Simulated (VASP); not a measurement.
Write the native input for VASP 6.6.1 that does the following.

```yaml
Task: single point
Functional: PBEsol
Potentials_or_basis: VASP PAW PBE potentials, release 64 (Ba_sv, Zr_sv, S)
Cutoff: 500 eV
k_mesh: 4 × 4 × 4
Occupations: gaussian, width 0.01 eV
Spin: no spin polarisation
Dipole_correction: no
Further_INCAR_settings: ALGO = Normal; EDIFF = 1e-06; NBANDS = 96
```

The structure of BaZrS3 lies in POSCAR:

```
BaZrS3
1.0
    7.0610000000      0.0000000000      0.0000000000
    0.0000000000      9.9770000000      0.0000000000
    0.0000000000      0.0000000000      7.0140000000
Ba Zr S
4 4 12
Direct
    0.0500420082      0.2500000000      0.0102986565
    0.4499579918      0.7500000000      0.5102986565
    0.5500420082      0.2500000000      0.4897013435
    0.9499579918      0.7500000000      0.9897013435
    0.0000000000      0.0000000000      0.5000000000
    0.5000000000      0.0000000000      0.0000000000
    0.5000000000      0.5000000000      0.0000000000
    0.0000000000      0.5000000000      0.5000000000
    0.9941677687      0.2500000000      0.5648081642
    0.5058322313      0.7500000000      0.0648081642
    0.4941677687      0.2500000000      0.9351918358
    0.0058322313      0.7500000000      0.4351918358
    0.2100123089      0.9660064375      0.7894665092
    0.2899876911      0.0339935625      0.2894665092
    0.7100123089      0.5339935625      0.7105334908
    0.7899876911      0.4660064375      0.2105334908
    0.7899876911      0.0339935625      0.2105334908
    0.7100123089      0.9660064375      0.7105334908
    0.2899876911      0.4660064375      0.2894665092
    0.2100123089      0.5339935625      0.7894665092
```

The input as run:

INCAR

```
SYSTEM = BaZrS3
ALGO = Normal ; EDIFF = 1E-6
ENCUT = 500 ; GGA = PS
GGA_COMPAT = .False. ; ISIF = 2
ISMEAR = 0 ; KPAR = 4
LASPH = .True. ; LCHARG = .False.
LREAL = .False. ; LWAVE = .False.
NBANDS = 96 ; NELM = 120
PREC = Accurate ; SIGMA = 0.01
```

KPOINTS

```
k-points
0
Gamma
  4 4 4
  0 0 0
```

Potentials or basis: VASP PAW PBE potentials, release 64 (Ba_sv, Zr_sv, S).

Run with:

```sh
$ cat potpaw_PBE.64/Ba_sv/POTCAR potpaw_PBE.64/Zr_sv/POTCAR potpaw_PBE.64/S/POTCAR > POTCAR
$ mpirun -np 4 vasp_std > vasp.out
```

It gave:

| Quantity | Value |
| --- | --- |
| Pressure | -0.9 GPa |
| Largest force | 0.042 eV/Å |
| Band gap on the k mesh | 0.92 eV |

Caveat: the PAW data sets were made with another functional, which shifts forces and pressure a little; spin-orbit coupling is left out, which moves the levels of the heavy elements.

Run time: 12 min on 4 MPI ranks on AMD EPYC 7R43 64-Core Processor (Zen 3) (shared host), peak memory 1.1 GiB a rank.
